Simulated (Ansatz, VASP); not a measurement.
**Cd in VASP and in Ansatz**

The input INCAR:

```
SYSTEM = Cd
  PREC = Accurate
  ENCUT = 520
  EDIFF = 1E-6
  ISMEAR = 0
  SIGMA = 0.05
  LREAL = .FALSE.
  LASPH = .TRUE.
  NELM = 80
  ALGO = Fast
  ISIF = 2
  LWAVE = .FALSE.
  LCHARG = .FALSE.
  GGA = PS
  NBANDS = 12
```

File KPOINTS:

```
regular mesh
0
G
  10 10 10
  0 0 0
```

POSCAR

```
Cd
1.0
    1.6080291515      0.9283960635      2.4492874100
   -1.6080291515      0.9283960635      2.4492874100
    0.0000000000     -1.8567921270      2.4492874100
Cd
1
Direct
    0.0000000000      0.0000000000      0.0000000000
```

Contents of input.yaml:

```yaml
crystal:
  lattice:
    - [1.6080291515, 0.9283960635, 2.44928741]
    - [-1.6080291515, 0.9283960635, 2.44928741]
    - [0.0, -1.856792127, 2.44928741]
  atoms:
    - { symbol: Cd, position: [0.0, 0.0, 0.0] }
hamiltonian:
  xc: pbesol
  pseudopotentials: { kind: paw }
kpoints:
  mp_grid: { grid: [10, 10, 10] }
scf:
  occupations: { method: gaussian, width: 0.05 }
output:
  forces: true
  stress: true
  eigenvalues: true
```

Alike in both runs: task single point; functional PBEsol; k mesh 10 × 10 × 10; occupations gaussian, width 0.05 eV; no spin polarisation.

```csv
,VASP,Ansatz
version,VASP 6.6.1,Ansatz 0.2.0
potentials or method,"VASP PAW PBE potentials, release 64 (Cd)",Ansatz PAW
plane-wave cutoff (eV),520,420
valence electrons in the cell,12,20
```

Ansatz gave:

* gap on the k mesh at the Fermi level (eV): none
* pressure (GPa): -2.2
* traceless stress, the component that is largest in VASP (GPa): 0.26

Question: What did VASP give for the same quantities?

Answer: gap on the k mesh at the Fermi level (eV): none; pressure (GPa): -1.9; traceless stress, the component that is largest in VASP (GPa): 0.29.

VASP's potentials were made for PBE, not for PBEsol. A gap of «none» marks a metal or a gap that the smearing closes. VASP's potentials hold 12 valence electrons a cell and Ansatz's 20, so a difference there can come from the potentials and not from the codes.
